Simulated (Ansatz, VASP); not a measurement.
## H: VASP beside Ansatz

File INCAR:

```
SYSTEM = H
  PREC = Accurate
  ENCUT = 520
  EDIFF = 1E-7
  ISMEAR = 0
  SIGMA = 0.01
  LREAL = .FALSE.
  LASPH = .TRUE.
  NELM = 100
  ALGO = Normal
  ISIF = 2
  LWAVE = .FALSE.
  LCHARG = .FALSE.
  GGA = PS
  IBRION = 2
  NSW = 100
  EDIFFG = -0.002
```

KPOINTS

```
Automatic mesh
0
G
  10 10 10
  0 0 0
```

POSCAR

```
H
1.0
   -1.7652280463      1.7652280463      2.1969336803
    1.7652280463     -1.7652280463      2.1969336803
    1.7652280463      1.7652280463     -2.1969336803
H
2
Direct
    0.9130173237      0.9130173237      0.0000000000
    0.0869826763      0.0869826763      0.0000000000
```

Input for Ansatz:

```yaml
crystal:
  lattice:
    - [-1.76522804629, 1.76522804629, 2.19693368032]
    - [1.76522804629, -1.76522804629, 2.19693368032]
    - [1.76522804629, 1.76522804629, -2.19693368032]
  atoms:
    - { symbol: H, position: [0.91301732374, 0.91301732374, 0.0] }
    - { symbol: H, position: [0.08698267626, 0.08698267626, 0.0] }
kpoints:
  mp_grid: { grid: [10, 10, 10] }
scf:
  occupations: { method: fixed }
hamiltonian:
  xc: pbesol
  pseudopotentials: { kind: paw }
relax:
  f_tol: 0.002
  max_steps: 80
output:
  forces: true
  stress: true
  write_density: true
  write_potential: true
  elf: true
  volumetric_format: npy
```

Change from the starting cell: volume scaled by 1.020, atoms relaxed by PAW.

Alike in both runs: task relaxation of the atoms; functional PBEsol; k mesh 10 × 10 × 10; no spin polarisation.

```csv
,VASP,Ansatz
version,VASP 6.6.1,Ansatz 0.2.0
potentials or method,"VASP PAW PBE potentials, release 64 (H)","PAW with Ansatz's default frozen-core files, scalar-relativistic"
plane-wave cutoff (eV),520,420
occupations,"gaussian, width 0.01 eV",fixed
valence electrons in the cell,2,2
```

```csv
,VASP,Ansatz,Ansatz less VASP
"gap on the k mesh at the Fermi level, each at its own relaxed structure (eV)",8.89,8.90,+0.004
```

VASP's potentials were made for PBE, not for PBEsol. Ansatz's warnings: stress scf threshold loose.
